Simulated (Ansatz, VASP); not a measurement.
**Two plane-wave programs on ScAl3F**

```
Sc Al F
1.0
     4.40738    0.00000    0.00000
     0.00000    4.40738    0.00000
     0.00000    0.00000    4.40738
Sc Al F
1 3 1
Cartesian
  0.0000 0.0000 0.0000
  2.2037 0.0000 2.2037
  2.2037 2.2037 0.0000
  0.0000 2.2037 2.2037
  2.2037 2.2037 2.2037
```

Change from the starting cell: species swapped into the Pr3InO type (Pm-3m, No. 221).

Alike in both runs: functional PBE; k mesh 4 × 4 × 4; occupations gaussian, width 0.1 eV; no spin polarisation.

Ansatz relaxed the structure, and its values are those at the end. VASP's run is a single point on that final structure, the one shown.

```csv
,VASP,Ansatz
version,VASP 6.6.1,Ansatz 0.2.0
potentials or method,"VASP PAW PBE potentials, release 64 (Sc_sv, Al, F), cutoff 520 eV","scalar-relativistic, plane waves, PAW"
valence electrons in the cell,27,27
```

|  | VASP | Ansatz | Ansatz less VASP |
| --- | --- | --- | --- |
| gap on the k mesh at the Fermi level (eV) | none | none | - |
| pressure (GPa) | 0.0 | 0.0 | +0.03 |

A gap of «none» marks a metal or a gap that the smearing closes.
